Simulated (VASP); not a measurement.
# CSO4 in VASP: further runs

Runs on CSO4. Level: PBE. Tasks: single point.

Program: VASP 6.6.1. These are calculated values, not measurements. Logs are shortened: lines on timing, memory, paths and dates and some standing lists are left out, and cuts for length are marked.

**1. The cell of the first run**

The cell holds a disordered packing, 36 atoms: a = 9.435 Å, b = 9.435 Å, c = 9.435 Å, α = 90.00°, β = 90.00°, γ = 90.00°.

**2. Single point, PBE**

The input, INCAR:

```
SYSTEM = CSO4
PREC     = Accurate       ! precision mode
ENCUT    = 910            ! plane-wave cutoff, eV
EDIFF    = 1E-6           ! SCF threshold, eV
ISMEAR   = -1             ! smearing method
SIGMA    = 0.02           ! smearing width, eV
LREAL    = Auto         
LASPH    = .True.         ! aspherical terms in the spheres
NELM     = 120            ! most SCF steps
ALGO     = Normal         ! electronic algorithm
ISIF     = 2              ! what is computed and relaxed
LWAVE    = .False.        ! write WAVECAR
LCHARG   = .True.         ! write CHGCAR
GGA      = PE             ! functional
LELF     = .True.         ! ELF
LVHAR    = .True.       
NBANDS   = 126            ! bands
GGA_COMPAT= .False.
```

The input, KPOINTS:

```
Automatic mesh
0
Gamma
  1 1 1
  0 0 0
```

The input, POSCAR:

```
CSO4
1.0
    9.4353880000      0.0000000000      0.0000000000
    0.0000000000      9.4353880000      0.0000000000
    0.0000000000      0.0000000000      9.4353880000
C O S
6 24 6
Direct
    0.0492083632      0.2075590320      0.8309568192
    0.3516230599     -0.0239629785      0.8774625908
    0.4169727837      0.4947226336      0.8016734447
    0.7852989193      0.5061901005      0.6865112489
    0.5810253908      0.1208429372      0.1951801028
    0.8355035320      0.3619988918      0.2481826926
    0.1222737210      0.3085511693      0.8193727698
   -0.0310003150      0.1089939280      0.8283284164
    0.3064632848      0.0311804878      0.7758663449
    0.4173967197     -0.0794985855      0.9663513573
    0.4338560322      0.3730000293      0.7781132053
    0.3876682125      0.6042782766      0.8493450402
    0.6757326779      0.4795881208      0.6338054143
    0.8997192272      0.5396068503      0.7326248799
    0.6373134841      0.0744961415      0.2964583968
    0.5286693033      0.1712807147      0.0951842150
    0.7631906605      0.4253667152      0.3247243251
    0.9011182158      0.2983237149      0.1638406391
    0.5369148571      0.6982648726      0.2539270245
    0.4867950316      0.8158752984      0.4950935775
    0.1189670208      0.9213611565      0.1074359634
   -0.0058715127      0.9694884831      0.3350153698
    0.7750502682      0.2096363181      0.5739456607
    0.6796858804      0.0310427086      0.7531115838
    0.1920005833      0.5671202922      0.1816035546
    0.2157727907      0.3052656658      0.1894887629
    0.6522572257      0.7322539359     -0.0854654838
    0.8496311969      0.7395032404      0.0933082985
    0.4506120999      0.2873119791      0.3792212890
    0.3133628421      0.0688365969      0.4307507015
    0.5173714107      0.6912275362      0.4047422321
    0.1110712140      0.9067247685      0.2588446813
    0.7283961190      0.0646502295      0.6088673831
    0.2004369084      0.4313548102      0.1060687700
    0.7817060623      0.7918275327     -0.0376349123
    0.3348987874      0.2192278685      0.4496476457
```

Potentials or basis: VASP PAW PBE potentials, release 64 (C_h, O_h, S).

Started as:

```sh
$ cat potpaw_PBE.64/C_h/POTCAR potpaw_PBE.64/O_h/POTCAR potpaw_PBE.64/S/POTCAR > POTCAR
$ mpirun -np 1 vasp_gam > vasp.out
```

OUTCAR:

```text
SYSTEM = CSO4
   PREC = Accurate
   ENCUT = 910
   EDIFF = 1E-6
   ISMEAR = -1
   LREAL = Auto
   LASPH = .True.
   NELM = 120
   ISIF = 2
   GGA = PE

 ion  position               nearest neighbor table
   1  0.049  0.208  0.831-   7 1.18   8 1.20
   2  0.352  0.976  0.877-  10 1.17   9 1.17
   3  0.417  0.495  0.802-  12 1.16  11 1.18
   4  0.785  0.506  0.687-  13 1.17  14 1.21
   5  0.581  0.121  0.195-  16 1.17  15 1.18
   6  0.836  0.362  0.248-  17 1.16  18 1.17
   7  0.122  0.309  0.819-   1 1.18
   8  0.969  0.109  0.828-   1 1.20
   9  0.306  0.031  0.776-   2 1.17
  10  0.417  0.921  0.966-   2 1.17
  11  0.434  0.373  0.778-   3 1.18
  12  0.388  0.604  0.849-   3 1.16
[... 16 lines left out ...]
  29  0.451  0.287  0.379-  36 1.43
  30  0.313  0.069  0.431-  36 1.44
  31  0.517  0.691  0.405-  19 1.44  20 1.48
  32  0.111  0.907  0.259-  21 1.44  22 1.44
  33  0.728  0.065  0.609-  24 1.47  23 1.47
  34  0.200  0.431  0.106-  26 1.43  25 1.47
  35  0.782  0.792  0.962-  27 1.42  28 1.48
  36  0.335  0.219  0.450-  29 1.43  30 1.44

  LATTYP: Found a simple cubic cell.
 ALAT       =     9.4353880000

  Lattice vectors:

 A1 = (   9.4353880000,   0.0000000000,   0.0000000000)
 A2 = (   0.0000000000,   9.4353880000,   0.0000000000)
 A3 = (   0.0000000000,   0.0000000000,   9.4353880000)

Analysis of symmetry for initial positions (statically):
=====================================================================
 Subroutine PRICEL returns:
 Original cell was already a primitive cell.

 Routine SETGRP: Setting up the symmetry group for a
 simple cubic supercell.

 Subroutine GETGRP returns: Found  1 space group operations
 (whereof  1 operations were pure point group operations)
 out of a pool of 48 trial point group operations.

The static configuration has the point symmetry C_1 .

Analysis of symmetry for dynamics (positions and initial velocities):
=====================================================================
 Subroutine PRICEL returns:
 Original cell was already a primitive cell.

 Routine SETGRP: Setting up the symmetry group for a
 simple cubic supercell.

 Subroutine GETGRP returns: Found  1 space group operations
 (whereof  1 operations were pure point group operations)
 out of a pool of 48 trial point group operations.

The dynamic configuration has the point symmetry C_1 .

 Subroutine INISYM returns: Found  1 space group operations
 (whereof  1 operations are pure point group operations),
 and found     1 'primitive' translations

----------------------------------------------------------------------------------------

                                     Primitive cell

  volume of cell :     840.0000

  direct lattice vectors                    reciprocal lattice vectors
     9.435388000  0.000000000  0.000000000     0.105983983  0.000000000  0.000000000
     0.000000000  9.435388000  0.000000000     0.000000000  0.105983983  0.000000000
     0.000000000  0.000000000  9.435388000     0.000000000  0.000000000  0.105983983

  length of vectors
     9.435388000  9.435388000  9.435388000     0.105983983  0.105983983  0.105983983

  position of ions in fractional coordinates (direct lattice)
     0.049208363  0.207559032  0.830956819
     0.351623060  0.976037021  0.877462591
     0.416972784  0.494722634  0.801673445
     0.785298919  0.506190100  0.686511249
     0.581025391  0.120842937  0.195180103
     0.835503532  0.361998892  0.248182693
[... 28 lines left out ...]
     0.781706062  0.791827533  0.962365088
     0.334898787  0.219227868  0.449647646

  ion indices of the primitive-cell ions
   primitive index   ion index
                 1           1
                 2           2
                 3           3
                 4           4
                 5           5
                 6           6
[... 28 lines left out ...]
                35          35
                36          36

----------------------------------------------------------------------------------------

 KPOINTS: Automatic mesh

Automatic generation of k-mesh.
 Grid dimensions read from file:
 generate k-points for:    1    1    1

 Generating k-lattice:

  Cartesian coordinates                     Fractional coordinates (reciprocal lattice)
     0.105983983  0.000000000  0.000000000     1.000000000  0.000000000  0.000000000
     0.000000000  0.105983983  0.000000000     0.000000000  1.000000000  0.000000000
     0.000000000  0.000000000  0.105983983     0.000000000  0.000000000  1.000000000

  Length of vectors
     0.105983983  0.105983983  0.105983983

  Shift w.r.t. Gamma in fractional coordinates (k-lattice)
     0.000000000  0.000000000  0.000000000

 Subroutine IBZKPT returns following result:
 ===========================================

 Found      1 irreducible k-points:

 Following reciprocal coordinates:
            Coordinates               Weight
  0.000000  0.000000  0.000000      1.000000
   k-points           NKPTS =      1   k-points in BZ     NKDIM =      1   number of bands    NBANDS=    126
   number of dos      NEDOS =    301   number of ions     NIONS =     36
   total plane-waves  NPLWV = 884736
   dimension x,y,z NGX =    96 NGY =   96 NGZ =   96
   dimension x,y,z NGXF=   192 NGYF=  192 NGZF=  192
   ions per type =               6  24   6
   NGX,Y,Z   is equivalent  to a cutoff of  16.91, 16.91, 16.91 a.u.
   NGXF,Y,Z  is equivalent  to a cutoff of  33.83, 33.83, 33.83 a.u.
 SYSTEM =  CSO4
   PREC   = accura    normal or accurate (medium, high low for compatibility)
   ISTART =      0    job   : 0-new  1-cont  2-samecut
   ICHARG =      2    charge: 1-file 2-atom 10-const
   ISPIN  =      1    spin polarized calculation?
   LNONCOLLINEAR =      F non collinear calculations
   LSORBIT =      F    spin-orbit coupling
   LASPH  =      T    aspherical Exc in radial PAW
   ENCUT  =  910.0 eV  66.88 Ry    8.18 a.u.  23.21 23.21 23.21*2*pi/ulx,y,z
   NELM   =    120;   NELMIN=  2; NELMDL= -5     # of ELM steps
   EDIFF  = 0.1E-05   stopping-criterion for ELM
   LREAL  =      T    real-space projection
   EDIFFG = 0.1E-04   stopping-criterion for IOM
   NSW    =      0    number of steps for IOM
   IBRION =     -1    ionic relax: 0-MD 1-quasi-New 2-CG
   NFREE  =      0    steps in history (QN), initial steepest desc. (CG)
   ISIF   =      2    stress and relaxation
   ISYM   =      2    0-nonsym 1-usesym 2-fastsym
   POTIM  = 0.5000    time-step for ionic-motion
   TEBEG  =    0.0;   TEEND  =   0.0 temperature during run
   PSTRESS=    0.0 pullay stress
   NELECT =     204.0000    total number of electrons
   NUPDOWN=      -1.0000    fix difference up-down
   EMIN   =  10.00;   EMAX   =-10.00  energy-range for DOS
   EFERMI =   0.00;   METHOD = LEGACY
   ISMEAR =    -1;   SIGMA  =   0.02  broadening in eV -4-tet -1-fermi 0-gaus
   EFERMI_NEDOS =   21; number of points for ismear=-14 and -15
   IALGO  =     38    algorithm
   IMIX   =      4    mixing-type and parameters
     AMIX     =   0.40;   BMIX     =  1.00
     AMIX_MAG =   1.60;   BMIX_MAG =  1.00
  volume/ion in A,a.u.               =      23.33       157.46
  Fermi-wavevector in a.u.,A,eV,Ry     =   1.021390  1.930148 14.194121  1.043238
  Thomas-Fermi vector in A             =   2.155012
   LORBIT       =      0    0 simple, 1 ext, 2 COOP (PROOUT), +10 PAW based schemes
   GGA     = PE    functional components
   LHFCALC =     F    Hartree Fock is set to
   AEXX    =    0.0000 exact exchange contribution
   IVDW    =     0    specifies the selected vdW correction
   LEPSILON=     F    determine dielectric tensor
   LRPA    =     F    only Hartree local field effects (RPA)
 non-spin polarized calculation
  energy-cutoff  :      910.00
  volume of cell :      840.00
 maximum number of plane-waves:     26150
 NGX is ok and might be reduce to    96
   NGX = 47   NGY = 47   NGZ = 47

 number of electron     204.0000006 magnetization

 Free energy of the ion-electron system (eV)
  ---------------------------------------------------
  ext. energy  EPLUGINS =         0.00000000
  ---------------------------------------------------
  free energy    TOTEN  =      -242.07832447 eV

  energy without entropy =     -242.07832447  energy(sigma->0) =     -242.07832447

 E-fermi :  -2.6928     XC(G=0):  -6.3399

 val. band max:       -3.2536722738   @ k =   0.0000   0.0000   0.0000
 cond. band min:      -0.4210087330   @ k =   0.0000   0.0000   0.0000
 fundamental gap:      2.8326635408
 Fermi energy:        -2.6928080914

 k-point     1 :       0.0000    0.0000    0.0000
  band No.  band energies     occupation
      1     -25.0187      2.00000
      2     -24.8152      2.00000
      3     -24.7568      2.00000
      4     -24.7365      2.00000
      5     -24.7062      2.00000
      6     -24.6525      2.00000
[... 106 lines left out ...]
    113       3.2788      0.00000
    114       3.3353      0.00000
 [bands above 114 left out]

------------------------ aborting loop because EDIFF is reached ----------------------------------------

  FORCE on cell =-STRESS in cart. coord.  units (eV):
  Direction    XX          YY          ZZ          XY          YZ          ZX
  --------------------------------------------------------------------------------------
  -------------------------------------------------------------------------------------
  Total        0.1492949     -3.4173329     -2.1090754     -2.9722387     -0.5222020     -0.8408742
  in kB        0.2847583     -6.5180633     -4.0227533     -5.6691112     -0.9960240     -1.6038447
  external PRESSURE =      -3.4186861 kB  Pullay stress =       0.0000000 kB

 VOLUME and BASIS-vectors are now :
 -----------------------------------------------------------------------------
  energy-cutoff  :      910.00
  volume of cell :      840.00
      direct lattice vectors                 reciprocal lattice vectors
     9.435388000  0.000000000  0.000000000     0.105983983  0.000000000  0.000000000
     0.000000000  9.435388000  0.000000000     0.000000000  0.105983983  0.000000000
     0.000000000  0.000000000  9.435388000     0.000000000  0.000000000  0.105983983

 POSITION                                       TOTAL-FORCE (eV/Angst)
 -----------------------------------------------------------------------------------
      0.46430      1.95840      7.84040        -1.324383     -1.067215     -1.012077
      3.31770      9.20929      8.27920         1.423520     -0.229946     -0.527168
      3.93430      4.66790      7.56410        -0.462538     -2.136825      0.969015
      7.40960      4.77610      6.47750         1.928121      0.866324      0.192883
      5.48220      1.14020      1.84160         0.562067     -0.128879      0.772204
      7.88330      3.41560      2.34170        -0.027836     -0.345459     -0.885093
[... 28 lines left out ...]
      7.37570      7.47120      9.08029         2.197774      0.474671      1.651537
      3.15990      2.06850      4.24260        -0.874542     -0.113661      0.770252
 -----------------------------------------------------------------------------------
    total drift:                               -0.006439      0.005352      0.013237

  FREE ENERGIE OF THE ION-ELECTRON SYSTEM (eV)
  ---------------------------------------------------
  free  energy   TOTEN  =      -242.0783244706 eV

  energy  without entropy=     -242.0783244706  energy(sigma->0) =     -242.07832447
```

Run time: 13 min. Hardware: 1 thread of AMD EPYC 7R43 (Zen 3), shared host; peak memory 1.5 GiB.

Results:

| Quantity | Value |
| --- | --- |
| Free energy | -242.0783 eV |
| Pressure | -0.3 GPa |
| Largest force | 2.860 eV/Å |
| Band gap on the k mesh | 2.83 eV |

Forces in eV/Å, atoms in the order of the input:
```
C   -1.324 -1.067 -1.012
C    1.424 -0.230 -0.527
C   -0.463 -2.137  0.969
C    1.928  0.866  0.193
C    0.562 -0.129  0.772
C   -0.028 -0.345 -0.885
O   -0.577 -1.004  0.451
O    1.908  1.972  0.502
O   -0.806  0.183  0.102
O   -0.645 -0.052  0.435
O    0.253  0.778 -0.598
O   -0.029  1.231 -0.393
O    0.700  0.298  0.611
O   -2.593 -0.903 -0.800
O   -0.217 -0.071 -0.806
O   -0.090  0.067 -0.229
O   -0.189  0.446  0.675
O    0.162  0.023  0.152
O   -0.048  0.621 -0.314
O    0.455 -1.156 -1.423
O   -0.078  0.299 -0.401
O   -0.170  0.137 -0.063
O   -0.370 -1.438  0.605
O    0.357  0.581 -1.256
O   -0.003 -1.058 -0.541
O   -0.034 -0.711  0.271
O   -1.100 -0.917 -0.344
O   -0.887  0.230 -1.253
O    0.654  0.443 -0.234
O    0.080  0.063 -0.179
S   -0.413  0.455  1.725
S    0.185 -0.428  0.438
S    0.059  0.700  0.603
S    0.016  1.893  0.335
S    2.198  0.475  1.652
S   -0.875 -0.114  0.770
```

Levels at points of the mesh, in eV from the valence-band top:
```csv
k point,band 100,band 101,band 102,band 103,band 104,band 105
"(0.00, 0.00, 0.00)",-0.15,-0.04,0.00,2.83,3.05,3.18
```

Caveat: the k points lie up to 0.67 Å⁻¹ apart; the cutoff is under 1.25 times the usual one of these potentials, so pressure, stress and relaxed cells hold a basis-set (Pulay) error.

(Continued in part 2 of 2.)
